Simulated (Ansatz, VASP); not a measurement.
**One calculation of Tc, two programs**

```
Tc
1.0
     2.74000    0.00000    0.00000
    -1.37000    2.37291    0.00000
     0.00000    0.00000    4.39800
Tc
2
Direct
  0.66667 0.33333 0.75000
  0.33333 0.66667 0.25000
```

Alike in both runs: functional BLYP; k mesh 6 × 6 × 4; occupations fermi-dirac, width 0.05 eV; no spin polarisation.

|  | VASP | Ansatz |
| --- | --- | --- |
| version | VASP 6.6.1 | Ansatz 0.2.0 |
| potentials or method | VASP PAW PBE potentials, release 64 (Tc_pv) | Ansatz PAW earlier set |
| plane-wave cutoff (eV) | 520 | 500 |
| valence electrons in the cell | 26 | 30 |
| task | single point | band structure |

|  | VASP | Ansatz | Ansatz less VASP |
| --- | --- | --- | --- |
| gap on the k mesh at the Fermi level (eV) | none | none | - |
| pressure (GPa) | 16.2 | 16.1 | -0.05 |
| traceless stress, the component that is largest in VASP (GPa) | -1.60 | -1.58 | +0.019 |

VASP's potentials were made for PBE, not for BLYP. A gap of «none» marks a metal or a gap that the smearing closes. With one functional, cell and mesh, what is left measures potentials, basis and numerics. VASP's potentials hold 26 valence electrons a cell and Ansatz's 30, so a difference there can come from the potentials and not from the codes.

The k mesh is coarse, so the values compare programs but aren't converged.
